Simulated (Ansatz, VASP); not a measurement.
# Two plane-wave programs on NbN

```
Nb N
1.0
     0.00000    2.17780    2.17780
     2.17780    0.00000    2.17780
     2.17780    2.17780    0.00000
Nb N
1 1
Direct
  0.00000 0.00000 0.00000
  0.50000 0.50000 0.50000
```

Alike in both runs: functional LDA; k mesh 17 × 17 × 17; occupations fermi-dirac, width 0.05 eV; no spin polarisation.

Ansatz relaxed the structure, and its values are those at the end. VASP's run is a single point on that final structure, the one shown.

|  | VASP | Ansatz |
| --- | --- | --- |
| version | VASP 6.6.1 | Ansatz 0.2.0 |
| potentials or method | VASP PAW LDA potentials, release 64 (Nb_sv, N) | PAW with Ansatz's default frozen-core files, scalar-relativistic |
| plane-wave cutoff (eV) | 600 | 420 |
| valence electrons in the cell | 18 | 18 |

```csv
,VASP,Ansatz,Ansatz less VASP
pressure (GPa),0.0,0.0,+0.02
```

LDA's correlation is that of Perdew and Zunger in VASP and of Perdew and Wang (1992) in Ansatz.
